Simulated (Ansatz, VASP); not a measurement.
**One calculation of AgCl, two programs**

File POSCAR:

```
AgCl
1.0
    3.4641789166      0.0000000000      0.0000000000
    0.0000000000      3.3955880382      0.0000000000
    0.0000000000      0.0000000000      3.3955880382
Ag Cl
1 1
Direct
    0.0000000000      0.0000000000      0.0000000000
    0.5000000000      0.5000000000      0.5000000000
```

Contents of INCAR.step1:

```
PREC     = Accurate       # precision mode
ENCUT    = 520            # plane-wave cutoff, eV
ISMEAR   = 0              # smearing method
SIGMA    = 0.01           # smearing width, eV
LREAL    = F              # projectors in reciprocal space
LASPH    = T              # aspherical terms in the spheres
NELM     = 80             # most SCF steps
NBANDS   = 16             # bands
GGA      = PE             # functional
ALGO     = Normal         # electronic algorithm
EDIFF    = 1E-4           # SCF threshold, eV
LWAVE    = T              # write WAVECAR
LCHARG   = F              # write CHGCAR
```

Contents of INCAR.step2:

```
PREC     = Accurate       # precision mode
ENCUT    = 520            # plane-wave cutoff, eV
EDIFF    = 1E-6           # SCF threshold, eV
ISMEAR   = 0              # smearing method
SIGMA    = 0.01           # smearing width, eV
LREAL    = F              # projectors in reciprocal space
LASPH    = T              # aspherical terms in the spheres
NELM     = 80             # most SCF steps
ALGO     = Normal         # electronic algorithm
ISIF     = 2              # what is computed and relaxed
LWAVE    = F              # write WAVECAR
LCHARG   = F              # write CHGCAR
METAGGA  = R2SCAN         # meta-GGA
LMIXTAU  = T            
NBANDS   = 16             # bands
ISTART   = 1
```

Contents of KPOINTS:

```
regular mesh
0
Gamma
  8 8 8
```

Input for Ansatz:

```yaml
crystal:
  lattice:
    - [3.4641789166, 0.0, 0.0]
    - [0.0, 3.3955880382, 0.0]
    - [0.0, 0.0, 3.3955880382]
  atoms:
    - { symbol: Ag, position: [0.0, 0.0, 0.0] }
    - { symbol: Cl, position: [0.5, 0.5, 0.5] }
kpoints:
  mp_grid: { grid: [8, 8, 8] }
  band_path:
    path:
      - [0.0, 0.0, 0.0]
      - [0.0, 0.5, 0.0]
      - [0.5, 0.5, 0.0]
      - [0.5, 0.5, 0.5]
      - [0.5, 0.0, 0.0]
    npoints: 1
hamiltonian:
  xc: r2scan
scf:
  occupations: { method: fixed }
  n_extra_bands: 4
output:
  forces: true
  stress: true
  eigenvalues: true
  write_density: true
  write_potential: true
  elf: true
  volumetric_format: npy
```

Change from the starting cell: uniaxial_x strain +2.0%.

Alike in both runs: task single point; functional r2SCAN; k mesh 8 × 8 × 8; no spin polarisation.

```csv
,VASP,Ansatz
version,VASP 6.6.1,Ansatz 0.2.0
potentials or method,"VASP PAW PBE potentials, release 64 (Ag, Cl)","plane waves, PAW"
plane-wave cutoff (eV),520,500
occupations,"gaussian, width 0.01 eV",fixed
valence electrons in the cell,18,26
```

|  | VASP | Ansatz | Ansatz less VASP |
| --- | --- | --- | --- |
| gap on the k mesh at the Fermi level (eV) | 1.15 | 1.19 | +0.040 |
| pressure (GPa) | -1.2 | -1.1 | +0.09 |
| traceless stress, the component that is largest in VASP (GPa) | -0.74 | -0.75 | -0.007 |

VASP's potentials were made for PBE, not for r2SCAN. VASP's potentials hold 18 valence electrons a cell and Ansatz's 26, so a difference there can come from the potentials and not from the codes.
